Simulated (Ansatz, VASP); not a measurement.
**Cd: VASP beside Ansatz**

INCAR

```
SYSTEM = Cd
  PREC = Accurate
  ENCUT = 520
  EDIFF = 1E-6
  ISMEAR = 0
  SIGMA = 0.1
  LREAL = .False.
  LASPH = .True.
  NELM = 60
  ALGO = Normal
  ISIF = 2
  LWAVE = .False.
  LCHARG = .True.
  GGA = PE
  LELF = .True.
  LVHAR = .True.
  NBANDS = 12
```

The input KPOINTS:

```
regular mesh
0
Gamma
  16 16 16
  0 0 0
```

POSCAR

```
Cd
1.0
   -1.7176418869      1.7176418869      1.7176418869
    1.7176418869     -1.7176418869      1.7176418869
    1.7176418869      1.7176418869     -1.7176418869
Cd
1
Direct
    0.0000000000      0.0000000000      0.0000000000
```

Input for Ansatz:

```yaml
crystal:
  lattice:
    - [-1.7176418869, 1.7176418869, 1.7176418869]
    - [1.7176418869, -1.7176418869, 1.7176418869]
    - [1.7176418869, 1.7176418869, -1.7176418869]
  atoms:
    - { symbol: Cd, position: [0.0, 0.0, 0.0] }
basis:
  ecutwfc: 420
kpoints:
  mp_grid: { grid: [16, 16, 16] }
hamiltonian:
  xc: pbe
scf:
  occupations: { method: gaussian, width: 0.1 }
output:
  forces: true
  stress: true
  eigenvalues: true
  populations: true
```

Alike in both runs: task single point; functional PBE; k mesh 16 × 16 × 16; occupations gaussian, width 0.1 eV; no spin polarisation.

|  | VASP | Ansatz |
| --- | --- | --- |
| version | VASP 6.6.1 | Ansatz 0.2.0 |
| potentials or method | VASP PAW PBE potentials, release 64 (Cd), cutoff 520 eV | scalar-relativistic, plane waves, PAW |
| valence electrons in the cell | 12 | 20 |

```csv
,VASP,Ansatz,Ansatz less VASP
gap on the k mesh at the Fermi level (eV),none,none,-
pressure (GPa),8.7,8.3,-0.41
```

A gap of «none» marks a metal or a gap that the smearing closes. VASP's potentials hold 12 valence electrons a cell and Ansatz's 20, so a difference there can come from the potentials and not from the codes.
